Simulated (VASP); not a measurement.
Wanted: the native input for a VASP 6.6.1 run.

```yaml
Task: relaxation of cell and atoms
Functional: PBE
Potentials_or_basis: VASP PAW PBE potentials, release 64 (Ta_pv, N)
Cutoff: 600 eV
k_mesh: 18 × 18 × 8
Occupations: gaussian, width 0.1 eV
Spin: no spin polarisation
Dipole_correction: no
Further_INCAR_settings: ALGO = Normal; EDIFF = 1e-07; IBRION = 2; EDIFFG = -0.005; NSW = 100; ISIF = 3
```

The structure of TaN lies in POSCAR:

```
TaN
1.0
    3.1503603538      0.0000000000      0.0000000000
   -1.5751801769      2.7282920975      0.0000000000
    0.0000000000      0.0000000000      6.1046841794
Ta N
2 2
Direct
    0.3333333333      0.6666666667      0.0256944760
    0.6666666667      0.3333333333      0.5256944760
    0.3333333333      0.6666666667      0.3493055240
    0.6666666667      0.3333333333      0.8493055240
```

One way to write it, as run:

INCAR

```
SYSTEM = TaN
  PREC = Accurate
  ENCUT = 600
  EDIFF = 1E-7
  ISMEAR = 0
  SIGMA = 0.1
  LREAL = .FALSE.
  LASPH = .TRUE.
  NELM = 60
  ALGO = Normal
  ISIF = 3
  LWAVE = .FALSE.
  LCHARG = .FALSE.
  GGA = PE
  IBRION = 2
  NSW = 100
  EDIFFG = -0.005
```

KPOINTS

```
Automatic mesh
0
G
  18 18 8
  0 0 0
```

Potentials or basis: VASP PAW PBE potentials, release 64 (Ta_pv, N).

Run with:

```sh
$ cat potpaw_PBE.64/Ta_pv/POTCAR potpaw_PBE.64/N/POTCAR > POTCAR
$ mpirun -np 1 vasp_std > vasp.out
```

It gave:

```
Relaxed volume                         : 13.15 Å³/atom
Relaxed cell                           : a = 3.152 Å, b = 3.152 Å, c = 6.113 Å, α = 90.00°, β = 90.00°, γ = 120.00°
Space group after relaxing (to 0.05 Å) : P6_3mc (No. 186)
Energy gained by relaxing              : 0.1 meV/atom
Ionic steps                            : 3
Pressure after relaxing                : 0.0 GPa
Band gap on the k mesh                 : zero (band 16 reaches 6.62 eV, above the bottom of band 17 at 6.20 eV)
```

Caveat: spin-orbit coupling is left out, which moves the levels of the heavy elements.

Wall time 8.1 min on 1 thread of Intel Xeon 6975P-C, with other jobs on the host, peak memory 0.37 GiB.
